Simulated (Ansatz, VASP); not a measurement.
# Cu in VASP and in Ansatz

```xyz
2
Lattice="-1.8585 1.8585 0.9928 1.8585 -1.8585 0.9928 1.8585 1.8585 -0.9928" Properties=species:S:1:pos:R:3 pbc="T T T"
Cu    0.0000   -0.9292   -0.2482
Cu    0.0000    0.9292    0.2482
```

Change from the starting cell: volume scaled by 0.52, LAPW.

Alike in both runs: task single point; functional PBE; k mesh 17 × 17 × 17; occupations fermi-dirac, width 0.05 eV; no spin polarisation.

|  | VASP | Ansatz |
| --- | --- | --- |
| version | VASP 6.6.1 | Ansatz 0.2.0 |
| potentials or method | VASP PAW PBE potentials, release 64 (Cu), cutoff 520 eV | all-electron LAPW, scalar-relativistic |

|  | VASP | Ansatz | Ansatz less VASP |
| --- | --- | --- | --- |
| pressure (GPa) | 375.5 | 371.7 | -3.77 |
| traceless stress, the component that is largest in VASP (GPa) | -0.20 | 0.08 | +0.281 |

Both programs put the cell under a high pressure, so it lies far from rest at this level. Ansatz ran all-electron here, and VASP with PAW potentials.

Noted on VASP's run: the cell as given lies far from equilibrium.
